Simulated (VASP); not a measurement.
Set up this calculation in VASP 6.6.1, as the native input.

```yaml
Task: relaxation of cell and atoms
Functional: PBE
Potentials_or_basis: VASP PAW PBE potentials, release 64 (Zn, O)
Cutoff: 600 eV
k_mesh: 12 × 12 × 2
Occupations: gaussian, width 0.1 eV
Spin: no spin polarisation
Dipole_correction: no
Further_INCAR_settings: ALGO = Normal; EDIFF = 1e-07; IBRION = 2; EDIFFG = -0.01; NSW = 100; ISIF = 3
```

The structure of Zn7O lies in POSCAR:

```
Zn7O
1.0
    2.8999761191      0.0000000000      0.0000000000
   -1.4499880595      2.5114529895      0.0000000000
    0.0000000000      0.0000000000     16.1774191708
Zn O
7 1
Direct
    0.3333333333      0.6666666667      0.7345492804
    0.6666666667      0.3333333333      0.8717466266
    0.3333333333      0.6666666667      0.4606403921
    0.0000000000      0.0000000000      0.5961433711
    0.0000000000      0.0000000000      0.0019699063
    0.3333333333      0.6666666667      0.1854485080
    0.0000000000      0.0000000000      0.3223783649
    0.0000000000      0.0000000000      0.1211235506
```

One way to write it, as run:

INCAR

```
SYSTEM = Zn7O
PREC = Accurate
ENCUT = 600
EDIFF = 1E-7
ISMEAR = 0
SIGMA = 0.1
LREAL = .False.
LASPH = .True.
NELM = 80
ALGO = Normal
ISIF = 3
LWAVE = .False.
LCHARG = .False.
GGA = PE
IBRION = 2
NSW = 100
EDIFFG = -0.01
```

KPOINTS

```
Automatic mesh
0
Gamma
  12 12 2
  0 0 0
```

Potentials or basis: VASP PAW PBE potentials, release 64 (Zn, O).

Command:

```sh
$ cat potpaw_PBE.64/Zn/POTCAR potpaw_PBE.64/O/POTCAR > POTCAR
$ mpirun -np 1 vasp_std > vasp.out
```

It gave:

```
Relaxed volume                        : 14.93 Å³/atom
Relaxed cell                          : a = 2.999 Å, b = 2.999 Å, c = 15.331 Å, α = 90.00°, β = 90.00°, γ = 120.00°
Space group after relaxing (to 0.1 Å) : P3m1 (No. 156)
Energy gained by relaxing             : 18.4 meV/atom
Ionic steps                           : 19
Pressure after relaxing               : -0.1 GPa
Largest force after relaxing          : 0.008 eV/Å
Band gap on the k mesh                : zero (bands 45 and 46 overlap by 1.49 eV)
```

Wall time 53 min on 1 thread of AMD EPYC 9R45 96-Core Processor (Zen 5) (shared host), peak memory 0.39 GiB.
